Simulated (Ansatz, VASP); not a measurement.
## Si: VASP beside Ansatz

```
CELL_PARAMETERS angstrom
0.00000 2.72212 2.72212
2.72212 0.00000 2.72212
2.72212 2.72212 0.00000
ATOMIC_POSITIONS crystal
Si 0.00000 0.00000 0.00000
Si 0.25000 0.25000 0.25000
```

Alike in both runs: task single point; functional r2SCAN; k mesh 6 × 6 × 6; occupations gaussian, width 0.001 eV; no spin polarisation.

|  | VASP | Ansatz |
| --- | --- | --- |
| version | VASP 6.6.1 | Ansatz 0.2.0 |
| potentials or method | VASP PAW PBE potentials, release 64 (Si) | plane waves |
| plane-wave cutoff (eV) | 520 | 500 |
| valence electrons in the cell | 8 | 8 |

|  | VASP | Ansatz | Ansatz less VASP |
| --- | --- | --- | --- |
| gap on the k mesh at the Fermi level (eV) | 0.93 | 0.92 | -0.015 |
| pressure (GPa) | -0.2 | 0.1 | +0.24 |

VASP's potentials were made for PBE, not for r2SCAN. The functional is the same, so the differences come from potentials, cutoffs and numerics.
